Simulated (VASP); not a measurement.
Li5Mg:

```
CELL_PARAMETERS angstrom
5.27413 0.00000 0.00000
-2.63706 4.56753 0.00000
0.00000 0.00000 5.05320
ATOMIC_POSITIONS crystal
Li 0.33225 0.00000 0.00000
Li 0.66667 0.33333 0.50000
Li 0.66775 0.66775 0.00000
Li 0.33333 0.66667 0.50000
Li 0.00000 0.33225 0.00000
Mg 0.00000 0.00000 0.50000
```

* Program: VASP 6.6.1
* Task: relaxation of cell and atoms
* Functional: LDA
* Potentials or basis: VASP PAW LDA potentials, release 64 (Li_sv, Mg)
* Cutoff: 600 eV
* k mesh: 5 × 5 × 5
* Occupations: gaussian, width 0.1 eV
* Spin: no spin polarisation

At the start: pressure -1.3 GPa; volume 20.29 Å³/atom.

Task: Where does the relaxation end?

Result: Over 7 steps the energy falls by 7.3 meV/atom and the volume is 18.70 Å³/atom (-7.8 %); space group P-62m (No. 189, to 0.05 Å).

Step by step:
```csv
step,energy change (eV),largest force (eV/Å),pressure (GPa),volume (Å³)
1,0.0000,0.0034,-1.34,121.73
2,-0.0217,0.0124,-0.98,118.76
3,-0.0422,0.0329,-0.18,113.23
4,-0.0428,0.0373,0.01,112.11
5,-0.0428,0.0365,-0.03,112.29
6,-0.0431,0.0312,-0.03,112.27
7,-0.0436,0.0144,-0.03,112.18
```

Final structure:
```yaml
crystal:
  lattice:
    - [5.13349, 0.00000, 0.00000]
    - [-2.56675, 4.44573, 0.00000]
    - [0.00000, 0.00000, 4.91528]
  atoms:
    - { symbol: Li, position: [0.33434, 0.00000, 0.00000] }
    - { symbol: Li, position: [0.66667, 0.33333, 0.50000] }
    - { symbol: Li, position: [0.66566, 0.66566, 0.00000] }
    - { symbol: Li, position: [0.33333, 0.66667, 0.50000] }
    - { symbol: Li, position: [0.00000, 0.33434, 0.00000] }
    - { symbol: Mg, position: [0.00000, 0.00000, 0.50000] }
```

Caveat: the cutoff is under 1.25 times the usual one of these potentials, so pressure, stress and relaxed cells hold a basis-set (Pulay) error.
